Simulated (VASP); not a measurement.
Crystal: La2AsN.

```
N As La
1.0
     2.18212    1.25985    7.12678
    -2.18212    1.25985    7.12678
     0.00000   -2.51970    7.12678
N As La
1 1 2
Direct
  0.00000 0.00000 0.00000
  0.50000 0.50000 0.50000
  0.25000 0.25000 0.25000
  0.75000 0.75000 0.75000
```

| Property | Result |
| --- | --- |
| Program | VASP 6.6.1 |
| Task | relaxation of cell and atoms |
| Functional | PBE |
| Potentials or basis | VASP PAW PBE potentials, release 64 (N, As, La) |
| Cutoff | 600 eV |
| k mesh | 6 × 6 × 6 |
| Occupations | fermi-dirac, width 0.02 eV |
| Spin | no spin polarisation |

At the start: pressure -9.8 GPa; volume 29.39 Å³/atom.

Problem. How do energy, volume and symmetry change on relaxing?

Solution. Over 17 steps the energy falls by 380.2 meV/atom and the volume is 23.64 Å³/atom (-19.6 %); space group R-3m (No. 166, to 0.05 Å).

The path:
```
step  energy change (eV)  largest force (eV/Å)  pressure (GPa)  volume (Å³)
   1              0.0000                2.2225           -9.79       117.56
   2             -1.0731                2.5566            7.42        89.56
   3             -1.1181                2.5561            3.45        93.24
   4             -1.4991                0.0021            2.36        92.19
   5             -1.4991                0.0265            2.35        92.20
   6             -1.5076                0.0126           -1.83        96.71
   7             -1.5187                0.0163           -0.14        94.74
   8             -1.5186                0.0163           -0.08        94.69
   9             -1.5202                0.0112           -0.02        94.62
  10             -1.5207                0.0094            0.02        94.55
  11             -1.5207                0.0095            0.03        94.55
  12             -1.5205                0.0096            0.00        94.59
  13             -1.5207                0.0099            0.00        94.56
  14             -1.5207                0.0091            0.00        94.55
  15             -1.5207                0.0034            0.03        94.56
  16             -1.5207                0.0062           -0.01        94.58
  17             -1.5207                0.0005           -0.01        94.57
```

Final structure:
```xyz
4
Lattice="2.0103 1.1606 6.7553 -2.0103 1.1606 6.7553 0.0000 -2.3213 6.7553" Properties=species:S:1:pos:R:3 pbc="T T T"
N     0.0000    0.0000    0.0000
As    0.0000    0.0000   10.1329
La    0.0000    0.0000    5.3059
La    0.0000    0.0000   14.9600
```

Caveat: the volume moved by over 15 % at a fixed basis, so the end points are rough.
